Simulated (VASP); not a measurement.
# Ge (Fd-3m) in VASP: a series of runs, part 2 of 2

VASP 6.6.1. The steps go on from the part before.

### Step 3. Single point, PBEsol-based screened hybrid with 25 % exact exchange

This run uses another cell than the first one, of 21.73 Å³/atom.

Contents of POSCAR:

```
Ge
1.0
    0.0000000000      2.7906767997      2.7906767997
    2.7906767997      0.0000000000      2.7906767997
    2.7906767997      2.7906767997      0.0000000000
Ge
2
Direct
    0.7500000000      0.7500000000      0.7500000000
    0.5000000000      0.5000000000      0.5000000000
```

Contents of INCAR.step1:

```
SYSTEM = Ge
PREC = Accurate
ENCUT = 520
EDIFF = 1E-5
ISMEAR = -1
SIGMA = 0.05
LREAL = .FALSE.
LASPH = .TRUE.
NELM = 60
ALGO = Normal
ISIF = 2
LWAVE = .TRUE.
LCHARG = .FALSE.
NBANDS = 21
GGA = PE
```

Contents of INCAR.step2:

```
SYSTEM = Ge
PREC = Accurate
ENCUT = 520
EDIFF = 1E-7
ISMEAR = -1
SIGMA = 0.05
LREAL = .FALSE.
LASPH = .TRUE.
NELM = 60
ALGO = Normal
ISIF = 2
LWAVE = .FALSE.
LCHARG = .FALSE.
GGA = PS
LHFCALC = .TRUE.
AEXX = 0.25
HFSCREEN = 0.207
PRECFOCK = Normal
NBANDS = 21
ISTART = 1
```

Contents of KPOINTS:

```
Automatic mesh
0
G
  4 4 4
  0 0 0
```

Potentials or basis: VASP PAW PBE potentials, release 64 (Ge_d).

Launch:

```bash
$ cat potpaw_PBE.64/Ge_d/POTCAR > POTCAR
$ cp INCAR.step1 INCAR
$ mpirun -np 1 vasp_std > vasp.out
$ cp INCAR.step2 INCAR
$ mpirun -np 1 vasp_std > vasp.out
```

OUTCAR:

```text
SYSTEM = Ge
   PREC = Accurate
   ENCUT = 520
   EDIFF = 1E-7
   ISMEAR = -1
   LREAL = .FALSE.
   LASPH = .TRUE.
   NELM = 60
   ISIF = 2
   GGA = PS
   LHFCALC = .TRUE.
   AEXX = 0.25
   HFSCREEN = 0.207
   PRECFOCK = Normal
   ISTART = 1

 ion  position               nearest neighbor table
   1  0.750  0.750  0.750-   2 2.42   2 2.42   2 2.42   2 2.42
   2  0.500  0.500  0.500-   1 2.42   1 2.42   1 2.42   1 2.42

  LATTYP: Found a face centered cubic cell.
 ALAT       =     5.5813535994

  Lattice vectors:

 A1 = (   0.0000000000,   2.7906767997,   2.7906767997)
 A2 = (   2.7906767997,   0.0000000000,   2.7906767997)
 A3 = (   2.7906767997,   2.7906767997,   0.0000000000)

Analysis of symmetry for initial positions (statically):
=====================================================================
 Subroutine PRICEL returns:
 Original cell was already a primitive cell.

 Routine SETGRP: Setting up the symmetry group for a
 face centered cubic supercell.

 Subroutine GETGRP returns: Found 48 space group operations
 (whereof 24 operations were pure point group operations)
 out of a pool of 48 trial point group operations.

The static configuration has the point symmetry T_d .
 The point group associated with its full space group is O_h .

Analysis of symmetry for dynamics (positions and initial velocities):
=====================================================================
 Subroutine PRICEL returns:
 Original cell was already a primitive cell.

 Routine SETGRP: Setting up the symmetry group for a
 face centered cubic supercell.

 Subroutine GETGRP returns: Found 48 space group operations
 (whereof 24 operations were pure point group operations)
 out of a pool of 48 trial point group operations.
[... 103 lines left out ...]
   IMIX   =      1    mixing-type and parameters
     AMIX     =   0.40;   BMIX     =  1.00
     AMIX_MAG =   1.60;   BMIX_MAG =  1.00
  volume/ion in A,a.u.               =      21.73       146.66
  Fermi-wavevector in a.u.,A,eV,Ry     =   1.413865  2.671818 27.198243  1.999014
  Thomas-Fermi vector in A             =   2.535467
   LORBIT       =      0    0 simple, 1 ext, 2 COOP (PROOUT), +10 PAW based schemes
   GGA     = PS    functional components
   LHFCALC =     T    Hartree Fock is set to
   PRECFOCK=normal    Normal, Fast or Accurate (Low or Medium for compatibility)
   ENCUT4O =  -1.0   cutoff for four orbital integrals eV
   NKREDX  =     1    reduce k-point grid by
   NKREDY  =     1    reduce k-point grid by
   NKREDZ  =     1    reduce k-point grid by
   AEXX    =    0.2500 exact exchange contribution
   HFSCREEN=    0.2070 screening length (either q_TF or 0.3 A-1)
   HFSCREENC=   0.2070 screening length for correlation (either q_TF or 0.3 A-1)
   ENCUTFOCK=  -1.0 apply spherical cutoff to Coloumb kernel
   IVDW    =     0    specifies the selected vdW correction
   LEPSILON=     F    determine dielectric tensor
   LRPA    =     F    only Hartree local field effects (RPA)
 non-spin polarized calculation
  energy-cutoff  :      520.00
  volume of cell :       43.47
 maximum number of plane-waves:      1211
 NGX is ok and might be reduce to    30
  NGX = 24; NGY = 24; NGZ = 24

 number of electron      28.0000021 magnetization

 Free energy of the ion-electron system (eV)
  ---------------------------------------------------
  ext. energy  EPLUGINS =         0.00000000
  ---------------------------------------------------
  free energy    TOTEN  =       -10.99431617 eV

  energy without entropy =      -10.99430861  energy(sigma->0) =      -10.99431239

 E-fermi :   5.4626     XC(G=0):  -8.5043

 val. band max:        4.9880722227   @ k =   0.0000   0.0000   0.0000
 cond. band min:       5.9522683813   @ k =   0.5000   0.0000   0.0000
 fundamental gap:      0.9641961585
 Fermi energy:         5.4625912424

 k-point     1 :       0.0000    0.0000    0.0000
  band No.  band energies     occupation
      1     -22.9241      2.00000
      2     -22.9241      2.00000
      3     -22.9241      2.00000
      4     -22.8841      2.00000
      5     -22.8841      2.00000
      6     -22.6509      2.00000
[... 181 lines left out ...]
     20      17.5588      0.00000
     21      19.4423      0.00000

------------------------ aborting loop because EDIFF is reached ----------------------------------------

  FORCE on cell =-STRESS in cart. coord.  units (eV):
  Direction    XX          YY          ZZ          XY          YZ          ZX
  --------------------------------------------------------------------------------------
  -------------------------------------------------------------------------------------
  Total        0.6796863      0.6796863      0.6796863     -0.0000000      0.0000000     -0.0000000
  in kB       25.0530409     25.0530409     25.0530409     -0.0000000      0.0000000     -0.0000000
  external PRESSURE =      25.0530409 kB  Pullay stress =       0.0000000 kB

 VOLUME and BASIS-vectors are now :
 -----------------------------------------------------------------------------
  energy-cutoff  :      520.00
  volume of cell :       43.47
      direct lattice vectors                 reciprocal lattice vectors
     0.000000000  2.790676800  2.790676800    -0.179168007  0.179168007  0.179168007
     2.790676800  0.000000000  2.790676800     0.179168007 -0.179168007  0.179168007
     2.790676800  2.790676800  0.000000000     0.179168007  0.179168007 -0.179168007

 POSITION                                       TOTAL-FORCE (eV/Angst)
 -----------------------------------------------------------------------------------
      4.18602      4.18602      4.18602         0.000000      0.000000      0.000000
      2.79068      2.79068      2.79068        -0.000000     -0.000000     -0.000000
 -----------------------------------------------------------------------------------
    total drift:                                0.000000     -0.000000      0.000000

  FREE ENERGIE OF THE ION-ELECTRON SYSTEM (eV)
  ---------------------------------------------------
  free  energy   TOTEN  =       -10.9943161729 eV

  energy  without entropy=      -10.9943086085  energy(sigma->0) =      -10.99431239
```

OSZICAR.step1:

```text
N       E                     dE             d eps       ncg     rms          rms(c)
DAV:   1     0.200914592109E+03    0.20091E+03   -0.14750E+04   385   0.374E+03
DAV:   2     0.196649254505E+02   -0.18125E+03   -0.17565E+03   341   0.679E+02
DAV:   3    -0.778228147103E+01   -0.27447E+02   -0.27310E+02   371   0.145E+02
DAV:   4    -0.878763731822E+01   -0.10054E+01   -0.10047E+01   396   0.326E+01
DAV:   5    -0.880334739722E+01   -0.15710E-01   -0.15709E-01   356   0.446E+00    0.351E+00
DAV:   6    -0.872499167975E+01    0.78356E-01   -0.26394E-02   409   0.141E+00    0.209E+00
DAV:   7    -0.868668041013E+01    0.38311E-01   -0.63915E-02   396   0.207E+00    0.162E-01
DAV:   8    -0.868904236332E+01   -0.23620E-02   -0.64482E-03   381   0.824E-01    0.487E-02
DAV:   9    -0.868931245601E+01   -0.27009E-03   -0.32310E-04   356   0.160E-01    0.152E-02
DAV:  10    -0.868931940934E+01   -0.69533E-05   -0.19635E-05   335   0.584E-02
   1 F= -.86893194E+01 E0= -.86883315E+01  d E =-.197578E-02
```

Wall time 22 min (1 thread of AMD EPYC 7R13 (Zen 3), shared host); peak memory 0.25 GiB.

What came out:

```yaml
Free_energy: -10.9943 eV
Pressure: 2.5 GPa
Band_gap_on_the_k_mesh: 0.96 eV (least direct gap 1.31 eV)
```

Levels at points of the mesh, in eV from the valence-band top:
```tsv
k point	band 11	band 12	band 13	band 14	band 15	band 16	band 17	band 18
(0.00, 0.00, 0.00)	-14.38	0.00	0.00	0.00	1.31	3.25	3.25	3.25
(0.50, 0.00, 0.00)	-11.94	-8.51	-1.59	-1.59	0.96	4.48	4.48	7.85
(0.50, 0.50, 0.00)	-9.87	-9.87	-3.51	-3.51	1.19	1.19	11.16	11.16
```

Caveat: the k points lie up to 0.49 Å⁻¹ apart; the PAW data sets were made with another functional, which shifts forces and pressure a little.
